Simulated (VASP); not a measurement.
La2O3, 5 atoms in the cell. It takes space group P-3m1 (No. 164, trigonal). Conventional cell: a = 3.935 Å, b = 3.935 Å, c = 6.126 Å, α = 90.00°, β = 90.00°, γ = 120.00°. La (site symmetry 3m) has 7 O at 2.37 to 2.73 Å within 3.1 Å. O (site symmetry 3m) has 4 La at 2.37 to 2.45 Å and 6 O at 2.89 to 3.14 Å within 3.2 Å. O (site symmetry -3m) has 6 La at 2.73 Å and 6 O at 3.14 Å within 3.6 Å. 

* Program: VASP 6.6.1
* Task: single point
* Functional: r2SCAN
* Potentials or basis: VASP PAW PBE potentials, release 64 (La, O)
* Cutoff: 520 eV
* k mesh: 6 × 6 × 4
* Occupations: gaussian, width 0.02 eV
* Spin: no spin polarisation
* Dipole correction: no
* Further INCAR settings: ALGO = Normal; EDIFF = 1e-06; NBANDS = 28

Potentials or basis: VASP PAW PBE potentials, release 64 (La, O).

Launch:

```console
$ cat potpaw_PBE.64/La/POTCAR potpaw_PBE.64/O/POTCAR > POTCAR
$ cp INCAR.step1 INCAR
$ mpirun -np 1 vasp_std > vasp.out
$ cp INCAR.step2 INCAR
$ mpirun -np 1 vasp_std > vasp.out
```

Hardware: 1 thread of Intel Xeon 8259CL, with other jobs on the host.

How long does it take, and how much memory?

Run time: 9.7 min on 1 thread of Intel Xeon 8259CL, on a shared host, peak memory 0.24 GiB. Counts: k points 24.
